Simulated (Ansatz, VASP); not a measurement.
## One calculation of PbO2, two programs

Contents of POSCAR:

```
PbO2
1.0
    0.0000000000      2.5700000000      2.5700000000
    2.5700000000      0.0000000000      2.5700000000
    2.5700000000      2.5700000000      0.0000000000
Pb O
1 2
Direct
    0.0000000000      0.0000000000      0.0000000000
    0.2500000000      0.2500000000      0.2500000000
    0.7500000000      0.7500000000      0.7500000000
```

Contents of INCAR.step1:

```
ALGO = Normal ; EDIFF = 1E-4
ENCUT = 600 ; GGA = PE
ISMEAR = 0 ; LASPH = True
LCHARG = False ; LREAL = False
LWAVE = True ; NELM = 100
PREC = Accurate ; SIGMA = 0.1
```

INCAR.step2

```
ALGO = Normal ; EDIFF = 1E-6
EDIFFG = -0.05 ; ENCUT = 600
IBRION = 2 ; ISIF = 3
ISMEAR = 0 ; ISTART = 1
LASPH = True ; LCHARG = False
LMIXTAU = True ; LREAL = False
LWAVE = False ; METAGGA = R2SCAN
NELM = 100 ; NSW = 100
PREC = Accurate ; SIGMA = 0.1
```

File KPOINTS:

```
k-points
0
Gamma
  6 6 6
```

Input for Ansatz:

```yaml
crystal:
  lattice:
    - [0.0, 2.57, 2.57]
    - [2.57, 0.0, 2.57]
    - [2.57, 2.57, 0.0]
  atoms:
    - { symbol: Pb, position: [0.0, 0.0, 0.0] }
    - { symbol: O, position: [0.25, 0.25, 0.25] }
    - { symbol: O, position: [0.75, 0.75, 0.75] }
basis:
  ecutwfc: 500
kpoints:
  mp_grid: { grid: [6, 6, 6] }
hamiltonian:
  xc: r2scan
scf:
  occupations: { method: gaussian, width: 0.1 }
output:
  forces: true
  stress: true
  eigenvalues: true
relax:
  adjacent_minimum: "off"
  f_tol: 0.05
  max_steps: 80
  cell: { stress_tol: 0.5 }
```

Alike in both runs: task relaxation of cell and atoms; functional r2SCAN; k mesh 6 × 6 × 6; occupations gaussian, width 0.1 eV; no spin polarisation.

|  | VASP | Ansatz |
| --- | --- | --- |
| version | VASP 6.6.1 | Ansatz 0.2.0 |
| potentials or method | VASP PAW PBE potentials, release 64 (Pb_d, O), cutoff 600 eV | scalar-relativistic, plane waves, PAW |
| valence electrons in the cell | 26 | 26 |

```csv
,VASP,Ansatz,Ansatz less VASP
"gap on the k mesh at the Fermi level, each at its own relaxed structure (eV)",none,none,-
relaxed volume (Å³/atom),12.63,12.55,-0.088
relaxed cell length with the largest relative difference (Å),3.770,3.762,-0.0088
```

VASP's potentials were made for PBE, not for r2SCAN. A gap of «none» marks a metal or a gap that the smearing closes.

Neither program's run includes spin-orbit coupling.
